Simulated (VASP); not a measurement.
Set up this calculation in VASP 6.6.1, as the native input.

```yaml
Task: relaxation of cell and atoms
Functional: PBEsol
Potentials_or_basis: VASP PAW PBE potentials, release 64 (Ba_sv, H)
Cutoff: 600 eV
k_mesh: 10 × 10 × 10
Occupations: gaussian, width 0.03 eV
Spin: no spin polarisation
Target_pressure: 25 GPa
Dipole_correction: no
Further_INCAR_settings: ALGO = Normal; EDIFF = 1e-07; IBRION = 2; EDIFFG = -0.002; NSW = 80; ISIF = 3
```

The structure of BaH4 lies in POSCAR:

```
BaH4
1.0
   -1.8750000000      1.8750000000      3.4500000000
    1.8750000000     -1.8750000000      3.4500000000
    1.8750000000      1.8750000000     -3.4500000000
Ba H
1 4
Direct
    0.0000000000      0.0000000000      0.0000000000
    0.7500000000      0.2500000000      0.5000000000
    0.2500000000      0.7500000000      0.5000000000
    0.4400000000      0.4400000000      0.0000000000
    0.5600000000      0.5600000000      0.0000000000
```

One way to write it, as run:

INCAR

```
SYSTEM = BaH4
  PREC = Accurate
  ENCUT = 600
  EDIFF = 1E-7
  ISMEAR = 0
  SIGMA = 0.03
  LREAL = .FALSE.
  LASPH = .TRUE.
  NELM = 80
  ALGO = Normal
  ISIF = 3
  LWAVE = .FALSE.
  LCHARG = .FALSE.
  GGA = PS
  IBRION = 2
  NSW = 80
  EDIFFG = -0.002
  PSTRESS = 250.0
```

KPOINTS

```
regular mesh
0
G
  10 10 10
  0 0 0
```

Potentials or basis: VASP PAW PBE potentials, release 64 (Ba_sv, H).

Command:

```console
$ cat potpaw_PBE.64/Ba_sv/POTCAR potpaw_PBE.64/H/POTCAR > POTCAR
$ mpirun -np 1 vasp_std > vasp.out
```

It gave:

| Property | Result |
| --- | --- |
| Relaxed volume | 8.37 Å³/atom |
| Relaxed cell | a = 4.065 Å, b = 4.065 Å, c = 4.065 Å, α = 126.61°, β = 126.61°, γ = 78.89° |
| Space group after relaxing (to 0.1 Å) | I4/mmm (No. 139) |
| Energy change on relaxing (the run minimises the enthalpy) | +126.9 meV/atom |
| Ionic steps | 16 |
| Pressure after relaxing | 25.0 GPa |
| Band gap on the k mesh | 1.00 eV (least direct gap 1.05 eV) |

Caveat: the cell is relaxed towards a set pressure, so the run minimises the enthalpy, not the energy; the PAW data sets were made with another functional, which shifts forces and pressure a little; spin-orbit coupling is left out, which moves the levels of the heavy elements.

Wall time 11 min on 1 thread of Intel(R) Xeon(R) Platinum 8259CL CPU @ 2.50GHz (Skylake/Cascade Lake) (shared host), peak memory 0.27 GiB.
